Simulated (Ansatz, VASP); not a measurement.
Two plane-wave programs on Y

```
Y
1.0
     0.00000    2.52897    2.52897
     2.52897    0.00000    2.52897
     2.52897    2.52897    0.00000
Y
1
Direct
  0.50000 0.50000 0.50000
```

Alike in both runs: task relaxation of cell and atoms; functional PBE; k mesh 18 × 18 × 18; occupations gaussian, width 0.1 eV; no spin polarisation.

|  | VASP | Ansatz |
| --- | --- | --- |
| version | VASP 6.6.1 | Ansatz 0.2.0 |
| potentials or method | VASP PAW PBE potentials, release 64 (Y_sv), cutoff 600 eV | scalar-relativistic, plane waves, PAW |
| valence electrons in the cell | 11 | 11 |

Ansatz gave:

* gap on the k mesh at the Fermi level, each at its own relaxed structure (eV): none
* relaxed volume (Å³/atom): 32.42
* relaxed cell length with the largest relative difference (Å): 3.579

Which values does VASP return?

gap on the k mesh at the Fermi level, each at its own relaxed structure (eV): none; relaxed volume (Å³/atom): 32.35; relaxed cell length with the largest relative difference (Å): 3.576.

A gap of «none» marks a metal or a gap that the smearing closes.

Noted on VASP's run: the relaxation stopped at its first step, so nothing moved.
